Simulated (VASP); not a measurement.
A run of VASP 6.6.1 is set up as follows.

Contents of INCAR:

```
PREC = Accurate
ENCUT = 600
EDIFF = 1E-8
ISMEAR = 0
SIGMA = 0.01
LREAL = F
LASPH = T
NELM = 100
ALGO = Normal
ISIF = 3
LWAVE = F
LCHARG = F
GGA = PE
IVDW = 12
IBRION = 6
NFREE = 2
POTIM = 0.015
NSW = 1
```

The input KPOINTS:

```
Automatic mesh
0
Gamma
  12 12 12
```

Contents of POSCAR:

```
C
1.0
    1.2188634539      0.7037111432      2.8140919742
   -1.2188634539      0.7037111432      2.8140919742
    0.0000000000     -1.4074222864      2.8140919742
C
2
Direct
    0.1662215358      0.1662215358      0.1662215358
    0.8337784642      0.8337784642      0.8337784642
```

Potentials or basis: VASP PAW PBE potentials, release 64 (C).

Command:

```sh
$ cat potpaw_PBE.64/C/POTCAR > POTCAR
$ mpirun -np 1 vasp_std > vasp.out
```

Task: What does it give for the Voigt bulk modulus?

Result: 400 GPa.

Task: Estimate the highest phonon frequency at Γ.

Result: 1632 cm⁻¹.

Task: Estimate the dispersion energy per atom.

Result: -0.189 eV.

Elastic tensor in Voigt notation (GPa, in the Cartesian axes of the cell as first typed):
```
1410  306   -2    7    0    0
 306 1410   -2   -7    0    0
  -2   -2  179    0    0    0
   7   -7    0   21    0    0
   0    0    0    0   21    7
   0    0    0    0    7  552
```

Caveat: the cell is under stress, which shifts elastic constants.
